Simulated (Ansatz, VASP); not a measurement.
## Two plane-wave programs on Al3Cu

Contents of INCAR:

```
ALGO     = Fast           # electronic algorithm
EDIFF    = 1E-6           # SCF threshold, eV
ENCUT    = 520            # plane-wave cutoff, eV
ISIF     = 2              # what is computed and relaxed
ISMEAR   = 0              # smearing method
LASPH    = True           # aspherical terms in the spheres
LCHARG   = False          # write CHGCAR
LREAL    = False          # projectors in reciprocal space
LWAVE    = False          # write WAVECAR
NBANDS   = 18             # bands
NELM     = 80             # most SCF steps
PREC     = Accurate       # precision mode
SIGMA    = 0.15           # smearing width, eV
```

The input KPOINTS:

```
k-points
0
Gamma
  10 10 10
```

File POSCAR:

```
Al3Cu
1.0
    3.5274077891      0.0000000000      0.0000000000
    0.0000000000      4.0925331723      0.0000000000
    0.0000000000      0.0000000000      3.9446985308
Al Cu
3 1
Direct
    0.0000000000      0.5000000000      0.5000000000
    0.5000000000      0.0000000000      0.5000000000
    0.5000000000      0.5000000000      0.0000000000
    0.0000000000      0.0000000000      0.0000000000
```

Input for Ansatz:

```yaml
crystal:
  lattice:
    - [3.5274077891, 0.0, 0.0]
    - [0.0, 4.0925331723, 0.0]
    - [0.0, 0.0, 3.9446985308]
  atoms:
    - { symbol: Al, position: [0.0, 0.5, 0.5] }
    - { symbol: Al, position: [0.5, 0.0, 0.5] }
    - { symbol: Al, position: [0.5, 0.5, 0.0] }
    - { symbol: Cu, position: [0.0, 0.0, 0.0] }
basis:
  ecutwfc: 520.0
kpoints:
  mp_grid: { grid: [10, 10, 10] }
hamiltonian:
  xc: lda
  pseudopotentials: { kind: paw, azcp: { folder: soft_1 } }
scf:
  occupations: { method: gaussian, width: 0.15 }
output:
  forces: true
  stress: true
  eigenvalues: true
```

Change from the starting cell: strain +e along x and -e along y -0.0733, strain +e along z and -e/2 along x and y +0.0233.

Alike in both runs: task single point; functional LDA; k mesh 10 × 10 × 10; occupations gaussian, width 0.15 eV; no spin polarisation.

```csv
,VASP,Ansatz
version,VASP 6.6.1,Ansatz 0.2.0
potentials or method,"VASP PAW LDA potentials, release 64 (Al, Cu), cutoff 520 eV","scalar-relativistic, plane waves, PAW"
valence electrons in the cell,20,28
```

```csv
,VASP,Ansatz,Ansatz less VASP
gap on the k mesh at the Fermi level (eV),none,none,-
pressure (GPa),1.6,1.2,-0.42
"traceless stress, the component that is largest in VASP (GPa)",6.68,6.66,-0.014
```

Ansatz warns that its potentials were made for another functional, while VASP's fit it. LDA's correlation is that of Perdew and Zunger in VASP and of Perdew and Wang (1992) in Ansatz. A gap of «none» marks a metal or a gap that the smearing closes. VASP's potentials hold 20 valence electrons a cell and Ansatz's 28, so a difference there can come from the potentials and not from the codes.
